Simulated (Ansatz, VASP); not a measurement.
MgS in VASP and in Ansatz

```xyz
2
Lattice="0.0000 2.3935 2.8098 2.3935 0.0000 2.8098 2.3935 2.3935 0.0000" Properties=species:S:1:pos:R:3 pbc="T T T"
Mg    0.0000    0.0000    0.0000
S     2.3935    2.3935    2.8098
```

Change from the starting cell: strain -0.080 along x and y, +0.080 along z, atoms carried along.

Alike in both runs: task single point; functional PBEsol; k mesh 8 × 8 × 8; occupations gaussian, width 0.05 eV; no spin polarisation.

|  | VASP | Ansatz |
| --- | --- | --- |
| version | VASP 6.6.1 | Ansatz 0.2.0 |
| potentials or method | VASP PAW PBE potentials, release 64 (Mg, S), cutoff 520 eV | scalar-relativistic, plane waves, PAW |
| valence electrons in the cell | 8 | 16 |

```tsv
	VASP	Ansatz	Ansatz less VASP
gap on the k mesh at the Fermi level (eV)	2.60	2.58	-0.015
least direct gap on the mesh (eV)	4.03	4.02	-0.006
pressure (GPa)	11.9	12.0	+0.11
traceless stress, the component that is largest in VASP (GPa)	-15.51	-15.48	+0.033
```

VASP's potentials were made for PBE, not for PBEsol. With one functional, cell and mesh, what is left measures potentials, basis and numerics. VASP's potentials hold 8 valence electrons a cell and Ansatz's 16, so a difference there can come from the potentials and not from the codes.
